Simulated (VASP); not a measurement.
Wanted: the native input for a VASP 6.6.1 run.

```
Task                   : single point
Functional             : PBE
Potentials or basis    : VASP PAW PBE potentials, release 64 (Rb_sv)
Cutoff                 : 520 eV
k mesh                 : 7 × 7 × 2
Occupations            : fermi-dirac, width 0.1 eV
Spin                   : no spin polarisation
Dipole correction      : no
Further INCAR settings : ALGO = Normal; EDIFF = 1e-07; NBANDS = 26
```

The structure of Rb lies in POSCAR:

```
Rb
1.0
    3.9981466362      0.0000000000      0.0000000000
   -1.9990733181      3.4624965550      0.0000000000
    0.0000000000      0.0000000000     13.2298921841
Rb
4
Direct
    0.0000000000      0.0000000000      0.0000000000
    0.0000000000      0.0000000000      0.5000000000
    0.3333333333      0.6666666667      0.2500000000
    0.6666666667      0.3333333333      0.7500000000
```

This isn't the form of Rb at room conditions, which is bcc.

One way to write it, as run:

INCAR

```
PREC = Accurate
ENCUT = 520
EDIFF = 1E-7
ISMEAR = -1
SIGMA = 0.1
LREAL = F
LASPH = T
NELM = 80
ALGO = Normal
ISIF = 2
LWAVE = F
LCHARG = F
GGA = PE
NBANDS = 26
```

KPOINTS

```
regular mesh
0
Gamma
  7 7 2
```

Potentials or basis: VASP PAW PBE potentials, release 64 (Rb_sv).

Launch:

```console
$ cat potpaw_PBE.64/Rb_sv/POTCAR > POTCAR
$ mpirun -np 1 vasp_std > vasp.out
```

Results of the run:

- Pressure: 6.4 GPa
- Band gap on the k mesh: zero (bands 18 and 19 overlap by 2.33 eV)

Caveat: the cell stands under pressure.

Wall time 39 s on 1 thread of Intel(R) Xeon(R) 6975P-C (Granite Rapids), with other jobs on the host, peak memory 0.29 GiB.
